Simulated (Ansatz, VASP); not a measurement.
HgH3: VASP beside Ansatz

```xyz
4
Lattice="3.7080 0.0000 0.0000 -1.8540 3.2112 0.0000 0.0000 0.0000 3.7109" Properties=species:S:1:pos:R:3 pbc="T T T"
Hg    0.0000    0.0000    0.0000
H     0.0000    2.1408    0.0000
H     1.8540    1.0704    0.0000
H     0.0000    0.0000    1.8554
```

Alike in both runs: functional PBE; k mesh 12 × 12 × 12; occupations gaussian, width 0.1 eV; no spin polarisation.

Ansatz relaxed the structure, and its values are those at the end. VASP's run is a single point on that final structure, the one shown.

|  | VASP | Ansatz |
| --- | --- | --- |
| version | VASP 6.6.1 | Ansatz 0.2.0 |
| potentials or method | VASP PAW PBE potentials, release 64 (Hg, H), cutoff 520 eV | scalar-relativistic, plane waves, PAW |
| valence electrons in the cell | 15 | 23 |

|  | VASP | Ansatz | Ansatz less VASP |
| --- | --- | --- | --- |
| gap on the k mesh at the Fermi level (eV) | none | none | - |
| pressure (GPa) | 0.2 | 0.0 | -0.17 |

A gap of «none» marks a metal or a gap that the smearing closes. With one functional, cell and mesh, what is left measures potentials, basis and numerics. VASP's potentials hold 15 valence electrons a cell and Ansatz's 23, so a difference there can come from the potentials and not from the codes.

Spin-orbit coupling is off throughout.
